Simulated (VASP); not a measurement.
Wanted: the native input for a VASP 6.6.1 run.

```
Task                   : single point
Functional             : PBE
Potentials or basis    : VASP PAW PBE potentials, release 64 (P, Ga_d, Sb)
Cutoff                 : 520 eV
k mesh                 : 4 × 4 × 4
Occupations            : fermi-dirac, width 0.02 eV
Spin                   : no spin polarisation
Dipole correction      : no
Further INCAR settings : ALGO = Normal; EDIFF = 1e-06; NBANDS = 46
```

The structure of Ga4Sb3P lies in POSCAR:

```
Ga4Sb3P
1.0
    6.0410274019      0.0000000000      0.0000000000
    0.0000000000      6.0410274019      0.0000000000
    0.0000000000      0.0000000000      6.0410274019
P Ga Sb
1 4 3
Direct
    0.0000000000      0.0000000000      0.0000000000
    0.7640091393      0.7640091393      0.7640091393
    0.2359908607      0.2359908607      0.7640091393
    0.2359908607      0.7640091393      0.2359908607
    0.7640091393      0.2359908607      0.2359908607
    0.5000000000      0.5000000000      0.0000000000
    0.5000000000      0.0000000000      0.5000000000
    0.0000000000      0.5000000000      0.5000000000
```

One way to write it, as run:

INCAR

```
PREC = Accurate
ENCUT = 520
EDIFF = 1E-6
ISMEAR = -1
SIGMA = 0.02
LREAL = False
LASPH = True
NELM = 60
ALGO = Normal
ISIF = 2
LWAVE = False
LCHARG = False
GGA = PE
NBANDS = 46
```

KPOINTS

```
regular mesh
0
Gamma
  4 4 4
```

Potentials or basis: VASP PAW PBE potentials, release 64 (P, Ga_d, Sb).

Run with:

```bash
$ cat potpaw_PBE.64/P/POTCAR potpaw_PBE.64/Ga_d/POTCAR potpaw_PBE.64/Sb/POTCAR > POTCAR
$ mpirun -np 1 vasp_std > vasp.out
```

It gave:

| Quantity | Value |
| --- | --- |
| Pressure | 0.0 GPa |
| Largest force | 0.008 eV/Å |
| Band gap on the k mesh | zero (band 36 reaches 4.51 eV, above the bottom of band 37 at 4.41 eV) |

Caveat: spin-orbit coupling is left out, which moves the levels of the heavy elements.

Run time: 56 s on 1 thread of Intel(R) Xeon(R) 6975P-C (Granite Rapids), on a shared host, peak memory 0.36 GiB.
